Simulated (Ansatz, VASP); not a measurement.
## One calculation of Os, two programs

INCAR

```
  ALGO = Normal
  EDIFF = 1E-8
  ENCUT = 520
  GGA = PS
  ISIF = 2
  ISMEAR = -1
  LASPH = T
  LCHARG = F
  LEFG = T
  LREAL = F
  LWAVE = F
  NBANDS = 10
  NELM = 80
  PREC = Accurate
  SIGMA = 0.03
```

Contents of KPOINTS:

```
k-points
0
Gamma
  14 14 14
```

File POSCAR:

```
Os
1.0
    0.0000000000      1.9450000000      1.9061000000
    1.9450000000      0.0000000000      1.9061000000
    1.9450000000      1.9450000000      0.0000000000
Os
1
Direct
    0.0000000000      0.0000000000      0.0000000000
```

Input for Ansatz:

```yaml
crystal:
  lattice:
    - [0.0, 1.945, 1.9061]
    - [1.945, 0.0, 1.9061]
    - [1.945, 1.945, 0.0]
  atoms:
    - { symbol: Os, position: [0.0, 0.0, 0.0] }
kpoints:
  mp_grid: { grid: [14, 14, 14] }
scf:
  occupations: { method: fermi_dirac, width: 0.03 }
hamiltonian:
  xc: pbesol
  pseudopotentials: { kind: all_electron, datasets: crystal }
output:
  forces: true
  stress: true
  eigenvalues: true
  efg: { contact_densities: true }
```

Change from the starting cell: zz strain of -2 %, crystal datasets.

Alike in both runs: task electric field gradients; functional PBEsol; k mesh 14 × 14 × 14; occupations fermi-dirac, width 0.03 eV; no spin polarisation.

|  | VASP | Ansatz |
| --- | --- | --- |
| version | VASP 6.6.1 | Ansatz 0.2.0 |
| potentials or method | VASP PAW PBE potentials, release 64 (Os), cutoff 520 eV | all-electron PAW with datasets made for the crystal, scalar-relativistic |

```csv
,VASP,Ansatz,Ansatz less VASP
pressure (GPa),-12.8,-13.0,-0.12
"traceless stress, the component that is largest in VASP (GPa)",3.73,3.70,-0.024
size of Vzz on the site where it differs most (V/Å²),2.6,0.5,-2.13
```

VASP's potentials were made for PBE, not for PBEsol. Ansatz ran all-electron here, and VASP with PAW potentials.

Neither program's run includes spin-orbit coupling.
